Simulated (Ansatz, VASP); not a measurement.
**Two plane-wave programs on Mg3TiN3**

```xyz
7
Lattice="4.3045 0.0000 0.0000 0.0000 4.3045 0.0000 0.0000 0.0000 4.3045" Properties=species:S:1:pos:R:3 pbc="T T T"
Mg    0.0000    2.1522    2.1522
Mg    2.1522    0.0000    2.1522
Mg    2.1522    2.1522    4.3045
Ti    0.0000    0.0000    0.0000
N     2.1522    0.0000    4.3045
N     4.3045    2.1522    0.0000
N     0.0000    0.0000    2.1522
```

Alike in both runs: task single point; functional PBE; k mesh 6 × 6 × 6; occupations gaussian, width 0.2 eV; no spin polarisation.

|  | VASP | Ansatz |
| --- | --- | --- |
| version | VASP 6.6.1 | Ansatz 0.2.0 |
| potentials or method | VASP PAW PBE potentials, release 64 (Mg, Ti_sv, N), cutoff 520 eV | scalar-relativistic, plane waves, PAW |
| valence electrons in the cell | 33 | 57 |

```tsv
	VASP	Ansatz	Ansatz less VASP
gap on the k mesh at the Fermi level (eV)	none	none	-
pressure (GPa)	-0.3	-0.1	+0.20
```

A gap of «none» marks a metal or a gap that the smearing closes. VASP's potentials hold 33 valence electrons a cell and Ansatz's 57, so a difference there can come from the potentials and not from the codes.
